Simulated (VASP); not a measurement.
# MgO (Periclase) (Fm-3m) in VASP: further runs

MgO (Periclase) is run at these levels: r2SCAN; tasks: single point.

Everything below comes from runs of VASP 6.6.1. Logs are shortened: lines on timing, memory, paths and dates and some standing lists are left out, and cuts for length are marked.

**The experiment to reproduce.**

“Electronic structure of alkaline earth and post-transition metal oxides”, 2009, arxiv:0908.1581 quotes, for a bulk crystal of MgO: band gap 7.83 eV.

The results are compared with them further down.

## 1. The cell of the first run

Symmetry: Fm-3m, No. 225, cubic system. The conventional cell has a = 4.204 Å, b = 4.204 Å, c = 4.204 Å, α = 90.00°, β = 90.00°, γ = 90.00°. Within 2.8 Å of Mg (site symmetry m-3m) lie 6 O at 2.10 Å. Within 2.8 Å of O (site symmetry m-3m) lie 6 Mg at 2.10 Å.

## 2. Single point, r2SCAN

The input, POSCAR:

```
MgO
1.0
    0.0000000000      2.1021683833      2.1021683833
    2.1021683833      0.0000000000      2.1021683833
    2.1021683833      2.1021683833      0.0000000000
Mg O
1 1
Direct
    0.0000000000      0.0000000000      0.0000000000
    0.5000000000      0.5000000000      0.5000000000
```

The input, INCAR.step1:

```
SYSTEM = MgO
PREC = Accurate
ENCUT = 520
ISMEAR = 0
SIGMA = 0.02
LREAL = .FALSE.
LASPH = .TRUE.
NELM = 60
NBANDS = 11
GGA = PE
ALGO = Normal
EDIFF = 1E-4
LWAVE = .TRUE.
LCHARG = .FALSE.
```

The input, INCAR.step2:

```
SYSTEM = MgO
PREC = Accurate
ENCUT = 520
EDIFF = 1E-6
ISMEAR = 0
SIGMA = 0.02
LREAL = .FALSE.
LASPH = .TRUE.
NELM = 60
ALGO = Normal
ISIF = 2
LWAVE = .FALSE.
LCHARG = .FALSE.
METAGGA = R2SCAN
LMIXTAU = .TRUE.
NBANDS = 11
ISTART = 1
```

The input, KPOINTS:

```
regular mesh
0
G
  10 10 10
  0 0 0
```

Potentials or basis: VASP PAW PBE potentials, release 64 (Mg, O).

The run is started by

```sh
$ cat potpaw_PBE.64/Mg/POTCAR potpaw_PBE.64/O/POTCAR > POTCAR
$ cp INCAR.step1 INCAR
$ mpirun -np 1 vasp_std > vasp.out
$ cp INCAR.step2 INCAR
$ mpirun -np 1 vasp_std > vasp.out
```

OUTCAR:

```text
SYSTEM = MgO
   PREC = Accurate
   ENCUT = 520
   EDIFF = 1E-6
   ISMEAR = 0
   LREAL = .FALSE.
   LASPH = .TRUE.
   NELM = 60
   ISIF = 2
   METAGGA = R2SCAN
   ISTART = 1

 ion  position               nearest neighbor table
   1  0.000  0.000  0.000-   2 2.10   2 2.10   2 2.10   2 2.10   2 2.10   2 2.10
   2  0.500  0.500  0.500-   1 2.10   1 2.10   1 2.10   1 2.10   1 2.10   1 2.10

  LATTYP: Found a face centered cubic cell.
 ALAT       =     4.2043367666

  Lattice vectors:

 A1 = (   0.0000000000,   2.1021683833,   2.1021683833)
 A2 = (   2.1021683833,   0.0000000000,   2.1021683833)
 A3 = (   2.1021683833,   2.1021683833,   0.0000000000)

Analysis of symmetry for initial positions (statically):
=====================================================================
 Subroutine PRICEL returns:
 Original cell was already a primitive cell.

 Routine SETGRP: Setting up the symmetry group for a
 face centered cubic supercell.

 Subroutine GETGRP returns: Found 48 space group operations
[... 9 lines left out ...]

 Routine SETGRP: Setting up the symmetry group for a
 face centered cubic supercell.

 Subroutine GETGRP returns: Found 48 space group operations
[... 11 lines left out ...]
                                     Primitive cell

  volume of cell :      18.5794

  direct lattice vectors                    reciprocal lattice vectors
     0.000000000  2.102168383  2.102168383    -0.237849643  0.237849643  0.237849643
     2.102168383  0.000000000  2.102168383     0.237849643 -0.237849643  0.237849643
     2.102168383  2.102168383  0.000000000     0.237849643  0.237849643 -0.237849643

  length of vectors
     2.972915038  2.972915038  2.972915038     0.411967667  0.411967667  0.411967667

  position of ions in fractional coordinates (direct lattice)
     0.000000000  0.000000000  0.000000000
     0.500000000  0.500000000  0.500000000

  ion indices of the primitive-cell ions
   primitive index   ion index
                 1           1
                 2           2

----------------------------------------------------------------------------------------

 KPOINTS: regular mesh

Automatic generation of k-mesh.
 Grid dimensions read from file:
 generate k-points for:   10   10   10

 Generating k-lattice:

  Cartesian coordinates                     Fractional coordinates (reciprocal lattice)
    -0.023784964  0.023784964  0.023784964     0.100000000  0.000000000  0.000000000
     0.023784964 -0.023784964  0.023784964     0.000000000  0.100000000  0.000000000
     0.023784964  0.023784964 -0.023784964     0.000000000  0.000000000  0.100000000

  Length of vectors
     0.041196767  0.041196767  0.041196767

  Shift w.r.t. Gamma in fractional coordinates (k-lattice)
     0.000000000  0.000000000  0.000000000

 Subroutine IBZKPT returns following result:
 ===========================================

 Found     47 irreducible k-points:

 Following reciprocal coordinates:
            Coordinates               Weight
  0.000000  0.000000  0.000000      1.000000
  0.100000  0.000000  0.000000      8.000000
  0.200000  0.000000  0.000000      8.000000
  0.300000  0.000000  0.000000      8.000000
  0.400000  0.000000  0.000000      8.000000
  0.500000  0.000000  0.000000      4.000000
[... 16 lines left out ...]
  0.300000  0.300000  0.000000      6.000000
  0.400000  0.300000  0.000000     24.000000
 [... further k-points ...]
   k-points           NKPTS =     47   k-points in BZ     NKDIM =     47   number of bands    NBANDS=     11
   number of dos      NEDOS =    301   number of ions     NIONS =      2
   total plane-waves  NPLWV =  13824
   dimension x,y,z NGX =    24 NGY =   24 NGZ =   24
   dimension x,y,z NGXF=    48 NGYF=   48 NGZF=   48
   ions per type =               1   1
   NGX,Y,Z   is equivalent  to a cutoff of  13.42, 13.42, 13.42 a.u.
   NGXF,Y,Z  is equivalent  to a cutoff of  26.84, 26.84, 26.84 a.u.
 SYSTEM =  MgO
   PREC   = accura    normal or accurate (medium, high low for compatibility)
   ISTART =      1    job   : 0-new  1-cont  2-samecut
   ICHARG =      0    charge: 1-file 2-atom 10-const
   ISPIN  =      1    spin polarized calculation?
   LNONCOLLINEAR =      F non collinear calculations
   LSORBIT =      F    spin-orbit coupling
   LASPH  =      T    aspherical Exc in radial PAW
   ENCUT  =  520.0 eV  38.22 Ry    6.18 a.u.   5.53  5.53  5.53*2*pi/ulx,y,z
   NELM   =     60;   NELMIN=  2; NELMDL=  0     # of ELM steps
   EDIFF  = 0.1E-05   stopping-criterion for ELM
   LREAL  =      F    real-space projection
   EDIFFG = 0.1E-04   stopping-criterion for IOM
   NSW    =      0    number of steps for IOM
   IBRION =     -1    ionic relax: 0-MD 1-quasi-New 2-CG
   NFREE  =      0    steps in history (QN), initial steepest desc. (CG)
   ISIF   =      2    stress and relaxation
   ISYM   =      2    0-nonsym 1-usesym 2-fastsym
   POTIM  = 0.5000    time-step for ionic-motion
   TEBEG  =    0.0;   TEEND  =   0.0 temperature during run
   PSTRESS=    0.0 pullay stress
   NELECT =       8.0000    total number of electrons
   NUPDOWN=      -1.0000    fix difference up-down
   EMIN   =  10.00;   EMAX   =-10.00  energy-range for DOS
   EFERMI =   0.00;   METHOD = LEGACY
   ISMEAR =     0;   SIGMA  =   0.02  broadening in eV -4-tet -1-fermi 0-gaus
   EFERMI_NEDOS =   21; number of points for ismear=-14 and -15
   IALGO  =     38    algorithm
   IMIX   =      4    mixing-type and parameters
     AMIX     =   0.40;   BMIX     =  1.00
     AMIX_MAG =   1.60;   BMIX_MAG =  1.00
  volume/ion in A,a.u.               =       9.29        62.69
  Fermi-wavevector in a.u.,A,eV,Ry     =   1.236215  2.336108 20.792796  1.528227
  Thomas-Fermi vector in A             =   2.370833
   LORBIT       =      0    0 simple, 1 ext, 2 COOP (PROOUT), +10 PAW based schemes
   METAGGA = R2SCAN    functional components
   LHFCALC =     F    Hartree Fock is set to
   AEXX    =    0.0000 exact exchange contribution
   IVDW    =     0    specifies the selected vdW correction
   LEPSILON=     F    determine dielectric tensor
   LRPA    =     F    only Hartree local field effects (RPA)
 non-spin polarized calculation
 Gauss-broadening in eV      SIGMA  =   0.02
  energy-cutoff  :      520.00
  volume of cell :       18.58
 maximum number of plane-waves:       531
 NGX is ok and might be reduce to    24
   NGX = 11   NGY = 11   NGZ = 11

 number of electron       8.0000004 magnetization

 Free energy of the ion-electron system (eV)
  ---------------------------------------------------
  ext. energy  EPLUGINS =         0.00000000
  ---------------------------------------------------
  free energy    TOTEN  =       -16.16111214 eV

  energy without entropy =      -16.16111214  energy(sigma->0) =      -16.16111214

 E-fermi :   2.9679     XC(G=0): -11.6233

 val. band max:        2.8163771187   @ k =   0.0000   0.0000   0.0000
 cond. band min:       8.4763282697   @ k =   0.0000   0.0000   0.0000
 fundamental gap:      5.6599511510
 Fermi energy:         2.9679356053

 k-point     1 :       0.0000    0.0000    0.0000
  band No.  band energies     occupation
      1     -15.4125      2.00000
      2       2.8164      2.00000
      3       2.8164      2.00000
      4       2.8164      2.00000
      5       8.4763      0.00000
      6      19.6823      0.00000
      7      19.6823      0.00000
      8      19.6823      0.00000
      9      23.8436      0.00000
     10      25.6170      0.00000
     11      25.6170      0.00000

 k-point     2 :       0.1000    0.0000    0.0000
  band No.  band energies     occupation
      1     -15.3074      2.00000
      2       2.1863      2.00000
      3       2.7463      2.00000
      4       2.7463      2.00000
      5       9.0912      0.00000
      6      18.4388      0.00000
      7      19.9369      0.00000
      8      19.9369      0.00000
      9      24.9060      0.00000
     10      24.9060      0.00000
     11      25.5460      0.00000

 k-point     3 :       0.2000    0.0000    0.0000
  band No.  band energies     occupation
      1     -15.0197      2.00000
      2       0.8652      2.00000
      3       2.5687      2.00000
      4       2.5687      2.00000
      5      10.3041      0.00000
      6      16.9304      0.00000
      7      20.4600      0.00000
      8      20.4600      0.00000
      9      24.2109      0.00000
     10      24.2109      0.00000
     11      26.6340      0.00000

 k-point     4 :       0.3000    0.0000    0.0000
  band No.  band energies     occupation
      1     -14.6338      2.00000
      2      -0.4764      2.00000
      3       2.3596      2.00000
      4       2.3596      2.00000
      5      11.2604      0.00000
      6      16.2949      0.00000
      7      20.6133      0.00000
      8      20.6133      0.00000
      9      24.6889      0.00000
     10      24.6889      0.00000
     11      26.0464      0.00000

 k-point     5 :       0.4000    0.0000    0.0000
  band No.  band energies     occupation
      1     -14.2905      2.00000
      2      -1.4571      2.00000
      3       2.1979      2.00000
      4       2.1979      2.00000
      5      11.6094      0.00000
      6      16.4751      0.00000
      7      20.4084      0.00000
      8      20.4084      0.00000
      9      25.4815      0.00000
     10      26.0467      0.00000
     11      26.0467      0.00000
[... 211 lines left out ...]
 k-point    21 :      -0.3000    0.2000    0.0000
  band No.  band energies     occupation
      1     -14.2135      2.00000
      2      -0.8634      2.00000
      3       0.9934      2.00000
      4       2.1387      2.00000
      5      13.0906      0.00000
      6      15.8560      0.00000
      7      18.2456      0.00000
      8      21.4162      0.00000
      9      24.3472      0.00000
     10      25.3365      0.00000
     11      29.5371      0.00000

 k-point    22 :      -0.2000    0.2000    0.0000
  band No.  band energies     occupation
      1     -14.5194      2.00000
      2      -0.2783      2.00000
      3       1.4667      2.00000
      4       2.3538      2.00000
      5      12.2571      0.00000
      6      15.7760      0.00000
      7      19.1616      0.00000
      8      21.8972      0.00000
      9      22.4546      0.00000
     10      25.6232      0.00000
     11      29.2979      0.00000

 k-point    23 :       0.3000    0.3000    0.0000
  band No.  band energies     occupation
      1     -14.4357      2.00000
      2      -0.3429      2.00000
      3       1.8569      2.00000
      4       1.8569      2.00000
      5      12.7127      0.00000
      6      14.2051      0.00000
      7      18.4921      0.00000
      8      22.0809      0.00000
      9      22.0809      0.00000
     10      28.3674      0.00000
     11      31.8978      0.00000

 k-point    24 :       0.4000    0.3000    0.0000
  band No.  band energies     occupation
      1     -14.1943      2.00000
      2      -0.7795      2.00000
      3       1.4898      2.00000
      4       1.7049      2.00000
      5      13.4484      0.00000
      6      13.9803      0.00000
      7      17.6492      0.00000
      8      22.3626      0.00000
      9      22.5860      0.00000
     10      29.1718      0.00000
     11      31.4075      0.00000

 [... further k-points ...]

------------------------ aborting loop because EDIFF is reached ----------------------------------------

  FORCE on cell =-STRESS in cart. coord.  units (eV):
  Direction    XX          YY          ZZ          XY          YZ          ZX
  --------------------------------------------------------------------------------------
  -------------------------------------------------------------------------------------
  Total       -0.1318782     -0.1318782     -0.1318782      0.0000000     -0.0000000      0.0000000
  in kB      -11.3723734    -11.3723734    -11.3723734      0.0000000     -0.0000000      0.0000000
  external PRESSURE =     -11.3723734 kB  Pullay stress =       0.0000000 kB

 VOLUME and BASIS-vectors are now :
 -----------------------------------------------------------------------------
  energy-cutoff  :      520.00
  volume of cell :       18.58
      direct lattice vectors                 reciprocal lattice vectors
     0.000000000  2.102168383  2.102168383    -0.237849643  0.237849643  0.237849643
     2.102168383  0.000000000  2.102168383     0.237849643 -0.237849643  0.237849643
     2.102168383  2.102168383  0.000000000     0.237849643  0.237849643 -0.237849643

 POSITION                                       TOTAL-FORCE (eV/Angst)
 -----------------------------------------------------------------------------------
      0.00000      0.00000      0.00000         0.000000      0.000000      0.000000
      2.10217      2.10217      2.10217        -0.000000     -0.000000      0.000000
 -----------------------------------------------------------------------------------
    total drift:                               -0.000000     -0.000000      0.000000

  FREE ENERGIE OF THE ION-ELECTRON SYSTEM (eV)
  ---------------------------------------------------
  free  energy   TOTEN  =       -16.1611121367 eV

  energy  without entropy=      -16.1611121367  energy(sigma->0) =      -16.16111214
```

Wall time 20 s (1 thread of Intel Xeon Platinum 8488C (Sapphire Rapids), shared host); peak memory 0.15 GiB.

What came out:

```
Free energy            : -16.1611 eV
Pressure               : -1.1 GPa
Band gap on the k mesh : 5.66 eV, direct
```

Caveat: the PAW data sets were made with another functional, which shifts forces and pressure a little.

## 3. Single point, r2SCAN (volume scaled by 0.94)

The input, POSCAR:

```
MgO
1.0
    0.0000000000      2.0592549449      2.0592549449
    2.0592549449      0.0000000000      2.0592549449
    2.0592549449      2.0592549449      0.0000000000
Mg O
1 1
Direct
    0.0000000000      0.0000000000      0.0000000000
    0.5000000000      0.5000000000      0.5000000000
```

The input, INCAR.step1:

```
PREC     = Accurate       # precision mode
ENCUT    = 660            # plane-wave cutoff, eV
ISMEAR   = 0              # smearing method
SIGMA    = 0.02           # smearing width, eV
LREAL    = False          # projectors in reciprocal space
LASPH    = True           # aspherical terms in the spheres
NELM     = 120            # most SCF steps
NBANDS   = 15             # bands
GGA      = PE             # functional
ALGO     = Normal         # electronic algorithm
EDIFF    = 1E-5           # SCF threshold, eV
LWAVE    = True           # write WAVECAR
LCHARG   = False          # write CHGCAR
GGA_COMPAT= False
```

The input, INCAR.step2:

```
PREC     = Accurate       # precision mode
ENCUT    = 660            # plane-wave cutoff, eV
EDIFF    = 1E-6           # SCF threshold, eV
ISMEAR   = 0              # smearing method
SIGMA    = 0.02           # smearing width, eV
LREAL    = False          # projectors in reciprocal space
LASPH    = True           # aspherical terms in the spheres
NELM     = 120            # most SCF steps
ALGO     = Normal         # electronic algorithm
ISIF     = 2              # what is computed and relaxed
LWAVE    = False          # write WAVECAR
LCHARG   = False          # write CHGCAR
METAGGA  = R2SCAN         # meta-GGA
LMIXTAU  = True         
NBANDS   = 15             # bands
ISTART   = 1            
GGA_COMPAT= False
```

The input, KPOINTS:

```
Automatic mesh
0
Gamma
  10 10 10
```

Potentials or basis: VASP PAW PBE potentials, release 64 (Mg_sv, O).

The run is started by

```sh
$ cat potpaw_PBE.64/Mg_sv/POTCAR potpaw_PBE.64/O/POTCAR > POTCAR
$ cp INCAR.step1 INCAR
$ mpirun -np 1 vasp_std > vasp.out
$ cp INCAR.step2 INCAR
$ mpirun -np 1 vasp_std > vasp.out
```

Run time: 31 s. Hardware: 1 thread of Intel Xeon Platinum 8375C at 2.90GHz (Ice Lake), shared host; peak memory 0.15 GiB.

Results (log left out):

* Free energy: -16.1289 eV
* Pressure: 11.7 GPa
* Band gap on the k mesh: 6.37 eV, direct

Levels at points of the mesh, in eV from the valence-band top:
```tsv
k point	band 4	band 5	band 6	band 7	band 8	band 9	band 10	band 11	band 12	band 13
(0.00, 0.00, 0.00)	-39.81	-18.54	0.00	0.00	0.00	6.37	17.26	17.26	17.26	21.57
(0.50, 0.00, 0.00)	-39.82	-17.08	-4.90	-0.76	-0.76	9.29	14.66	18.23	18.23	23.61
(0.50, 0.50, 0.00)	-39.85	-16.87	-4.35	-1.46	-1.46	10.13	11.94	15.09	21.55	21.55
```

Caveat: the PAW data sets were made with another functional, which shifts forces and pressure a little.

(Part 1 of 2 ends here.)
